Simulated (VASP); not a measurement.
Set up this calculation in VASP 6.6.1, as the native input.

```
Task                   : single point
Functional             : PBEsol
Potentials or basis    : VASP PAW PBE potentials, release 64 (Te, Mo_sv)
Cutoff                 : 520 eV
k mesh                 : 12 × 12 × 2
Occupations            : gaussian, width 0.02 eV
Spin                   : no spin polarisation
Dipole correction      : no
Further INCAR settings : ALGO = Normal; EDIFF = 1e-06; NBANDS = 20
```

The structure of Te2Mo lies in POSCAR:

```
Te2Mo
1.0
    3.5434411635      0.0000000000      0.0000000000
   -1.7717205817      3.0687100644      0.0000000000
    0.0000000000      0.0000000000     17.3686860218
Te Mo
2 1
Direct
    0.3333333333      0.6666666667      0.8971077568
    0.3333333333      0.6666666667      0.1028922432
    0.0000000000      0.0000000000      0.0000000000
```

This cell differs from its parent crystal: biaxial strain in the a-b plane: +1.5 %.

The input as run:

INCAR

```
SYSTEM = Te2Mo
PREC = Accurate ; ENCUT = 520
EDIFF = 1E-6 ; ISMEAR = 0
SIGMA = 0.02 ; LREAL = .False.
LASPH = .True. ; NELM = 80
ALGO = Normal ; ISIF = 2
LWAVE = .False. ; LCHARG = .False.
GGA = PS ; NBANDS = 20
```

KPOINTS

```
regular mesh
0
Gamma
  12 12 2
  0 0 0
```

Potentials or basis: VASP PAW PBE potentials, release 64 (Te, Mo_sv).

Run with:

```bash
$ cat potpaw_PBE.64/Te/POTCAR potpaw_PBE.64/Mo_sv/POTCAR > POTCAR
$ mpirun -np 1 vasp_std > vasp.out
```

Results of the run:

```
Largest force          : 0.021 eV/Å
Band gap on the k mesh : 1.08 eV, direct
```

Caveat: the cell differs from its parent crystal (biaxial strain in the a-b plane: +1.5 %); the PAW data sets were made with another functional, which shifts forces and pressure a little; spin-orbit coupling is left out, which moves the levels of the heavy elements.

It took 5.7 min on 1 thread of AMD EPYC 7R43 64-Core Processor (Zen 3), on a shared host, peak memory 0.35 GiB.
